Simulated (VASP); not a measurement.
Write the native input for VASP 6.6.1 that does the following.

```
Task                   : single point
Functional             : PBE
Potentials or basis    : VASP PAW PBE potentials, release 64 (Ni, O)
Cutoff                 : 520 eV
k mesh                 : 11 × 11 × 11
Occupations            : fermi-dirac, width 0.05 eV
Spin                   : collinear spin, ferromagnetic start
Starting moments       : [2.0, 0.0] μB
Dipole correction      : no
Further INCAR settings : ALGO = Normal; EDIFF = 1e-07; NBANDS = 19
```

The structure of NiO lies in POSCAR:

```
NiO
1.0
    0.0000000000      2.0859000000      2.0859000000
    2.0859000000      0.0000000000      2.0859000000
    2.0859000000      2.0859000000      0.0000000000
Ni O
1 1
Direct
    0.0000000000      0.0000000000      0.0000000000
    0.5000000000      0.5000000000      0.5000000000
```

One way to write it, as run:

INCAR

```
SYSTEM = NiO
PREC = Accurate ; ENCUT = 520
EDIFF = 1E-7 ; ISMEAR = -1
SIGMA = 0.05 ; LREAL = .FALSE.
LASPH = .TRUE. ; NELM = 150
ALGO = Normal ; ISIF = 2
LWAVE = .FALSE. ; LCHARG = .FALSE.
ISPIN = 2 ; MAGMOM = 2 0
LORBIT = 11 ; LMAXMIX = 4
GGA = PE ; NBANDS = 19
```

KPOINTS

```
Automatic mesh
0
G
  11 11 11
  0 0 0
```

Potentials or basis: VASP PAW PBE potentials, release 64 (Ni, O).

The run is started by

```sh
$ cat potpaw_PBE.64/Ni/POTCAR potpaw_PBE.64/O/POTCAR > POTCAR
$ mpirun -np 1 vasp_std > vasp.out
```

Results of the run:

The pressure is 5.1 GPa, the net moment is 1.67 μB per cell and the site moments are Ni +1.38; O +0.25 μB. The valence electrons inside the program's atomic spheres are Ni 9.00; O 4.98.

Caveat: the cell stands under pressure; a cell with one magnetic atom can't hold antiferromagnetic order, which such compounds often take.

It took 67 s on 1 thread of Intel Xeon 8259CL (shared host), peak memory 0.17 GiB.
